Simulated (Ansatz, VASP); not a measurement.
## One calculation of MgO, two programs

```
Mg O
1.0
     0.00000    2.10217    2.14421
     2.10217    0.00000    2.14421
     2.10217    2.10217    0.00000
Mg O
1 1
Direct
  0.00000 0.00000 0.00000
  0.50000 0.50000 0.50000
```

Change from the starting cell: uniaxial_z strain +2.0%.

Alike in both runs: task single point; functional PBE; k mesh 10 × 10 × 10; occupations fermi-dirac, width 0.02 eV; no spin polarisation.

|  | VASP | Ansatz |
| --- | --- | --- |
| version | VASP 6.6.1 | Ansatz 0.2.0 |
| potentials or method | VASP PAW PBE potentials, release 64 (Mg, O) | plane waves, PAW |
| plane-wave cutoff (eV) | 520 | 420 |
| valence electrons in the cell | 8 | 16 |

Ansatz gave:

- gap on the k mesh at the Fermi level (eV): 4.58
- pressure (GPa): 2.5
- traceless stress, the component that is largest in VASP (GPa): -2.48

Question: Which values does VASP return?

Answer: gap on the k mesh at the Fermi level (eV): 4.56; pressure (GPa): 1.7; traceless stress, the component that is largest in VASP (GPa): -2.49.

VASP's potentials hold 8 valence electrons a cell and Ansatz's 16, so a difference there can come from the potentials and not from the codes.
